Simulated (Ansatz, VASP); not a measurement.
Two plane-wave programs on BW2

```
CELL_PARAMETERS angstrom
2.69685 0.00000 0.00000
0.00000 2.69685 0.00000
0.00000 0.00000 28.81956
ATOMIC_POSITIONS crystal
B 0.50000 0.50000 0.29494
W 0.00000 0.00000 0.24812
W 0.00000 0.00000 0.34176
```

Alike in both runs: functional PBE; k mesh 18 × 18 × 1; occupations gaussian, width 0.1 eV; no spin polarisation.

Ansatz relaxed the structure, and its values are those at the end. VASP's run is a single point on that final structure, the one shown.

```csv
,VASP,Ansatz
version,VASP 6.6.1,Ansatz 0.2.0
potentials or method,"VASP PAW PBE potentials, release 64 (B, W_sv), cutoff 520 eV","scalar-relativistic, plane waves, PAW"
valence electrons in the cell,31,31
```

VASP gave:

- gap on the k mesh at the Fermi level (eV): none
- rms of the force components (eV/Å): 0.019

Estimate Ansatz's values.

gap on the k mesh at the Fermi level (eV): none; rms of the force components (eV/Å): 0.000.

A gap of «none» marks a metal or a gap that the smearing closes.

Spin-orbit coupling is off throughout.
